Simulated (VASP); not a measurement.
# Ti5C in VASP: further runs

Ti5C is run at these levels: LDA; tasks: single point.

Everything below comes from runs of VASP 6.6.1. Logs are shortened: lines on timing, memory, paths and dates and some standing lists are left out, and cuts for length are marked.

### 1 The cell of the first run

The cell holds a slab with vacuum, 6 atoms: a = 2.864 Å, b = 2.864 Å, c = 24.491 Å, α = 90.00°, β = 90.00°, γ = 120.00°.

### 2 Single point, LDA

Contents of INCAR:

```
SYSTEM = Ti5C
ALGO = Normal
DIPOL = 0.5 0.5 0.387
EDIFF = 1E-7
ENCUT = 520
GGA = CA
IDIPOL = 3
ISIF = 2
ISMEAR = 0
LASPH = .TRUE.
LCHARG = .TRUE.
LDIPOL = .TRUE.
LELF = .TRUE.
LREAL = .FALSE.
LVACPOTAV = .TRUE.
LVHAR = .TRUE.
LWAVE = .FALSE.
NBANDS = 41
NELM = 100
PREC = Accurate
SIGMA = 0.1
```

Contents of KPOINTS:

```
k-points
0
G
  9 9 1
  0 0 0
```

Contents of POSCAR:

```
Ti5C
1.0
    2.8641158414      0.0000000000      0.0000000000
   -1.4320579207      2.4803970780      0.0000000000
    0.0000000000      0.0000000000     24.4912544910
Ti C
5 1
Direct
    0.6666666667      0.3333333334      0.1633236060
    0.3333333333      0.6666666667      0.2559153301
    0.6666666667      0.3333333334      0.3495150200
    0.3333333333      0.6666666667      0.4443907180
    0.6666666667      0.3333333334      0.5304446326
    0.6666666667      0.8333333333      0.5791748161
```

Potentials or basis: VASP PAW LDA potentials, release 64 (Ti_sv, C).

Launch:

```sh
$ cat potpaw_LDA.64/Ti_sv/POTCAR potpaw_LDA.64/C/POTCAR > POTCAR
$ mpirun -np 1 vasp_std > vasp.out
```

OUTCAR:

```text
SYSTEM = Ti5C
   EDIFF = 1E-7
   ENCUT = 520
   GGA = CA
   ISIF = 2
   ISMEAR = 0
   LASPH = .TRUE.
   LREAL = .FALSE.
   NELM = 100
   PREC = Accurate

 ion  position               nearest neighbor table
   1  0.667  0.333  0.163-   2 2.81   2 2.81   2 2.81
   2  0.333  0.667  0.256-   1 2.81   1 2.81   1 2.81   3 2.83   3 2.83   3 2.83
   3  0.667  0.333  0.350-   2 2.83   2 2.83   2 2.83   4 2.85   4 2.85   4 2.85
   4  0.333  0.667  0.444-   5 2.68   5 2.68   5 2.68   3 2.85   3 2.85   3 2.85
   5  0.667  0.333  0.530-   6 1.86   6 1.86   4 2.68   4 2.68   4 2.68
   6  0.667  0.833  0.579-   5 1.86   5 1.86

  LATTYP: Found a hexagonal cell.
 ALAT       =     2.8641158414
 C/A-ratio  =     8.5510698056

  Lattice vectors:

 A1 = (   2.8641158414,   0.0000000000,   0.0000000000)
 A2 = (  -1.4320579207,   2.4803970780,   0.0000000000)
 A3 = (   0.0000000000,   0.0000000000,  24.4912544910)

Analysis of symmetry for initial positions (statically):
=====================================================================
 Subroutine PRICEL returns:
 Original cell was already a primitive cell.

 Routine SETGRP: Setting up the symmetry group for a
 hexagonal supercell.

 Subroutine GETGRP returns: Found  2 space group operations
 (whereof  2 operations were pure point group operations)
 out of a pool of 24 trial point group operations.

The static configuration has the point symmetry C_1h.

Analysis of symmetry for dynamics (positions and initial velocities):
=====================================================================
 Subroutine PRICEL returns:
 Original cell was already a primitive cell.

 Routine SETGRP: Setting up the symmetry group for a
 hexagonal supercell.

 Subroutine GETGRP returns: Found  2 space group operations
 (whereof  2 operations were pure point group operations)
 out of a pool of 24 trial point group operations.

The dynamic configuration has the point symmetry C_1h.

 Subroutine INISYM returns: Found  2 space group operations
 (whereof  2 operations are pure point group operations),
 and found     1 'primitive' translations

----------------------------------------------------------------------------------------

                                     Primitive cell

  volume of cell :     173.9894

  direct lattice vectors                    reciprocal lattice vectors
     2.864115841  0.000000000  0.000000000     0.349147889  0.201580628  0.000000000
    -1.432057921  2.480397078  0.000000000     0.000000000  0.403161255  0.000000000
     0.000000000  0.000000000 24.491254491     0.000000000  0.000000000  0.040830902

  length of vectors
     2.864115841  2.864115841 24.491254491     0.403161255  0.403161255  0.040830902

  position of ions in fractional coordinates (direct lattice)
     0.666666667  0.333333333  0.163323606
     0.333333333  0.666666667  0.255915330
     0.666666667  0.333333333  0.349515020
     0.333333333  0.666666667  0.444390718
     0.666666667  0.333333333  0.530444633
     0.666666667  0.833333333  0.579174816

  ion indices of the primitive-cell ions
   primitive index   ion index
                 1           1
                 2           2
                 3           3
                 4           4
                 5           5
                 6           6

----------------------------------------------------------------------------------------

 KPOINTS: k-points

Automatic generation of k-mesh.
 Grid dimensions read from file:
 generate k-points for:    9    9    1

 Generating k-lattice:

  Cartesian coordinates                     Fractional coordinates (reciprocal lattice)
     0.038794210  0.022397848  0.000000000     0.111111111  0.000000000  0.000000000
     0.000000000  0.044795695  0.000000000     0.000000000  0.111111111  0.000000000
     0.000000000  0.000000000  0.040830902     0.000000000  0.000000000  1.000000000

  Length of vectors
     0.044795695  0.044795695  0.040830902

  Shift w.r.t. Gamma in fractional coordinates (k-lattice)
     0.000000000  0.000000000  0.000000000

 Subroutine IBZKPT returns following result:
 ===========================================

 Found     25 irreducible k-points:

 Following reciprocal coordinates:
            Coordinates               Weight
  0.000000  0.000000  0.000000      1.000000
  0.111111  0.000000  0.000000      2.000000
  0.000000  0.111111  0.000000      4.000000
  0.222222  0.000000  0.000000      2.000000
  0.000000  0.222222  0.000000      4.000000
  0.333333  0.000000  0.000000      2.000000
[... 16 lines left out ...]
 -0.222222 -0.444444  0.000000      4.000000
  0.444444  0.333333  0.000000      4.000000
   k-points           NKPTS =     25   k-points in BZ     NKDIM =     25   number of bands    NBANDS=     41
   number of dos      NEDOS =    301   number of ions     NIONS =      6
   total plane-waves  NPLWV = 110592
   dimension x,y,z NGX =    24 NGY =   24 NGZ =  192
   dimension x,y,z NGXF=    48 NGYF=   48 NGZF=  384
   ions per type =               5   1
   NGX,Y,Z   is equivalent  to a cutoff of  13.93, 13.93, 13.03 a.u.
   NGXF,Y,Z  is equivalent  to a cutoff of  27.86, 27.86, 26.07 a.u.
 SYSTEM =  Ti5C
   PREC   = accura    normal or accurate (medium, high low for compatibility)
   ISTART =      0    job   : 0-new  1-cont  2-samecut
   ICHARG =      2    charge: 1-file 2-atom 10-const
   ISPIN  =      1    spin polarized calculation?
   LNONCOLLINEAR =      F non collinear calculations
   LSORBIT =      F    spin-orbit coupling
   LASPH  =      T    aspherical Exc in radial PAW
   ENCUT  =  520.0 eV  38.22 Ry    6.18 a.u.   5.33  5.33 45.54*2*pi/ulx,y,z
   NELM   =    100;   NELMIN=  2; NELMDL= -5     # of ELM steps
   EDIFF  = 0.1E-06   stopping-criterion for ELM
   LREAL  =      F    real-space projection
   EDIFFG = 0.1E-05   stopping-criterion for IOM
   NSW    =      0    number of steps for IOM
   IBRION =     -1    ionic relax: 0-MD 1-quasi-New 2-CG
   NFREE  =      0    steps in history (QN), initial steepest desc. (CG)
   ISIF   =      2    stress and relaxation
   ISYM   =      2    0-nonsym 1-usesym 2-fastsym
   POTIM  = 0.5000    time-step for ionic-motion
   TEBEG  =    0.0;   TEEND  =   0.0 temperature during run
   PSTRESS=    0.0 pullay stress
   NELECT =      64.0000    total number of electrons
   NUPDOWN=      -1.0000    fix difference up-down
   EMIN   =  10.00;   EMAX   =-10.00  energy-range for DOS
   EFERMI =   0.00;   METHOD = LEGACY
   ISMEAR =     0;   SIGMA  =   0.10  broadening in eV -4-tet -1-fermi 0-gaus
   EFERMI_NEDOS =   21; number of points for ismear=-14 and -15
   IALGO  =     38    algorithm
   IMIX   =      4    mixing-type and parameters
     AMIX     =   0.40;   BMIX     =  1.00
     AMIX_MAG =   1.60;   BMIX_MAG =  1.00
  volume/ion in A,a.u.               =      29.00       195.69
  Fermi-wavevector in a.u.,A,eV,Ry     =   1.172989  2.216628 18.720294  1.375903
  Thomas-Fermi vector in A             =   2.309409
   LORBIT       =      0    0 simple, 1 ext, 2 COOP (PROOUT), +10 PAW based schemes
   GGA     = CA    functional components
   LHFCALC =     F    Hartree Fock is set to
   AEXX    =    0.0000 exact exchange contribution
   IVDW    =     0    specifies the selected vdW correction
   LEPSILON=     F    determine dielectric tensor
   LRPA    =     F    only Hartree local field effects (RPA)
 non-spin polarized calculation
 Gauss-broadening in eV      SIGMA  =   0.10
  energy-cutoff  :      520.00
  volume of cell :      173.99
 maximum number of plane-waves:      4747
 NGX is ok and might be reduce to    24
   NGX = 11   NGY = 11   NGZ = 91

 dipolmoment           0.000000      0.000000     -0.015537 electrons x Angstroem

 number of electron      64.0000008 magnetization

 dipolmoment           0.000000      0.000000      0.072700 electrons x Angstroem

 Free energy of the ion-electron system (eV)
  ---------------------------------------------------
  ext. energy  EPLUGINS =         0.00000000
  ---------------------------------------------------
  free energy    TOTEN  =       -48.43552333 eV

  energy without entropy =      -48.39427181  energy(sigma->0) =      -48.41489757

 E-fermi :   1.5140     XC(G=0):  -6.8451

 val. band max:        1.4830587147   @ k =  -0.2222  -0.4444   0.0000
 cond. band min:       1.5146113314   @ k =  -0.1111   0.2222   0.0000
 fundamental gap:      0.0315526167
 Fermi energy:         1.5139855646

 k-point     1 :       0.0000    0.0000    0.0000
  band No.  band energies     occupation
      1     -54.6499      2.00000
      2     -54.4702      2.00000
      3     -54.3922      2.00000
      4     -54.3460      2.00000
      5     -53.5803      2.00000
      6     -31.5368      2.00000
[... 33 lines left out ...]
     40       2.6722      0.00000
     41       2.8848      0.00000

 k-point     2 :       0.1111    0.0000    0.0000
  band No.  band energies     occupation
      1     -54.6371      2.00000
      2     -54.4554      2.00000
      3     -54.3802      2.00000
      4     -54.3371      2.00000
      5     -53.5684      2.00000
      6     -31.5105      2.00000
[... 33 lines left out ...]
     40       2.6665      0.00000
     41       2.7987      0.00000

 k-point     3 :       0.0000    0.1111    0.0000
  band No.  band energies     occupation
      1     -54.6371      2.00000
      2     -54.4554      2.00000
      3     -54.3802      2.00000
      4     -54.3371      2.00000
      5     -53.5675      2.00000
      6     -31.5104      2.00000
[... 33 lines left out ...]
     40       2.6746      0.00000
     41       2.8867      0.00000

 k-point     4 :       0.2222    0.0000    0.0000
  band No.  band energies     occupation
      1     -54.6045      2.00000
      2     -54.4170      2.00000
      3     -54.3501      2.00000
      4     -54.3149      2.00000
      5     -53.5383      2.00000
      6     -31.4461      2.00000
[... 825 lines left out ...]
     40       3.4345      0.00000
     41       4.1171      0.00000

 k-point    23 :      -0.2222   -0.4444    0.0000
  band No.  band energies     occupation
      1     -54.5319      2.00000
      2     -54.3205      2.00000
      3     -54.2915      2.00000
      4     -54.2679      2.00000
      5     -53.4634      2.00000
      6     -31.4540      2.00000
[... 33 lines left out ...]
     40       3.3032      0.00000
     41       4.0316      0.00000

 k-point    24 :       0.4444    0.3333    0.0000
  band No.  band energies     occupation
      1     -54.5319      2.00000
      2     -54.3205      2.00000
      3     -54.2915      2.00000
      4     -54.2679      2.00000
      5     -53.4652      2.00000
      6     -31.4542      2.00000
[... 33 lines left out ...]
     40       3.3431      0.00000
     41       4.0774      0.00000

 [... further k-points ...]
[... 5 lines left out ...]
  --------------------------------------------------------------------------------------
  -------------------------------------------------------------------------------------
  Total        0.2047421      3.4586816      0.7887261     -2.8179943     -0.3598072     -0.6232043
  in kB        1.8853627     31.8491865      7.2629651    -25.9494326     -3.3132761     -5.7387617
  external PRESSURE =      13.6658381 kB  Pullay stress =       0.0000000 kB

 VOLUME and BASIS-vectors are now :
 -----------------------------------------------------------------------------
  energy-cutoff  :      520.00
  volume of cell :      173.99
      direct lattice vectors                 reciprocal lattice vectors
     2.864115841  0.000000000  0.000000000     0.349147889  0.201580628  0.000000000
    -1.432057921  2.480397078  0.000000000     0.000000000  0.403161255  0.000000000
     0.000000000  0.000000000 24.491254491     0.000000000  0.000000000  0.040830902

 POSITION                                       TOTAL-FORCE (eV/Angst)
 -----------------------------------------------------------------------------------
      1.43206      0.82680      4.00000         0.003487      0.002013      0.563007
     -0.00000      1.65360      6.26769        -0.003517     -0.002031     -0.485883
      1.43206      0.82680      8.56006        -0.010969     -0.006333      0.167087
     -0.00000      1.65360     10.88369         0.348337      0.201113     -1.550385
      1.43206      0.82680     12.99125        -0.396042     -0.228655      1.233701
      0.71603      2.06700     14.18472         0.058704      0.033893      0.072473
 -----------------------------------------------------------------------------------
    total drift:                               -0.000038     -0.000023     -0.000463

  FREE ENERGIE OF THE ION-ELECTRON SYSTEM (eV)
  ---------------------------------------------------
  free  energy   TOTEN  =       -48.4355233336 eV

  energy  without entropy=      -48.3942718128  energy(sigma->0) =      -48.41489757

 vacuum level on the upper side and lower side of the slab         8.073         6.221
```

Wall time 7.6 min (1 thread of AMD EPYC 9R45 (Zen 5), shared host); peak memory 0.31 GiB.

Results:

- Free energy: -48.4355 eV
- Largest force: 1.602 eV/Å
- Band gap on the k mesh: zero (band 32 reaches 2.20 eV, above the bottom of band 33 at 1.02 eV)

Forces on the atoms (eV/Å):
```
Ti   0.003  0.002  0.563
Ti  -0.004 -0.002 -0.486
Ti  -0.011 -0.006  0.167
Ti   0.348  0.201 -1.550
Ti  -0.396 -0.229  1.234
C    0.059  0.034  0.072
```

Levels at points of the mesh, in eV from the Fermi level:
```tsv
k point	band 28	band 29	band 30	band 31	band 32	band 33	band 34	band 35	band 36	band 37
(0.00, 0.00, 0.00)	-0.38	-0.17	0.21	0.54	0.68	0.71	0.73	0.74	0.76	0.86
```

[end of part 1 of 2]
